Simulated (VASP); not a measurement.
Input of a VASP 6.6.1 run:

The input INCAR:

```
PREC = Accurate
ENCUT = 600
EDIFF = 1E-6
ISMEAR = 0
SIGMA = 0.1
LREAL = F
LASPH = T
NELM = 60
ALGO = Normal
ISIF = 3
LWAVE = F
LCHARG = F
GGA = PE
IBRION = 2
NSW = 90
EDIFFG = -0.04
```

File KPOINTS:

```
Automatic mesh
0
Gamma
  6 6 6
```

POSCAR

```
HfC
1.0
    1.6249212400      0.9381487100      5.8122548000
   -1.6249212400      0.9381487100      5.8122548000
    0.0000000000     -1.8762974300      5.8122548000
Hf C
2 2
Direct
    0.0000000000      0.0000000000      0.0000000000
    0.1666666700      0.1666666700      0.1666666700
    0.4166666700      0.4166666700      0.4166666700
    0.5833333300      0.5833333300      0.5833333300
```

Potentials or basis: VASP PAW PBE potentials, release 64 (Hf_pv, C).

Launch:

```sh
$ cat potpaw_PBE.64/Hf_pv/POTCAR potpaw_PBE.64/C/POTCAR > POTCAR
$ mpirun -np 1 vasp_std > vasp.out
```

Question: What does it give for the relaxed cell?

Answer: a = 5.913 Å, b = 5.913 Å, c = 5.913 Å, α = 32.08°, β = 32.08°, γ = 32.08°.

Question: What does it give for the band gap on the k mesh?

Answer: Zero (bands 14 and 15 overlap by 0.39 eV).

Stress tensor (GPa, compression positive):
```
0.07 0.00 0.00
0.00 0.07 0.00
0.00 0.00 0.15
```

Caveat: the k points lie up to 0.38 Å⁻¹ apart in the final cell; spin-orbit coupling is left out, which moves the levels of the heavy elements.
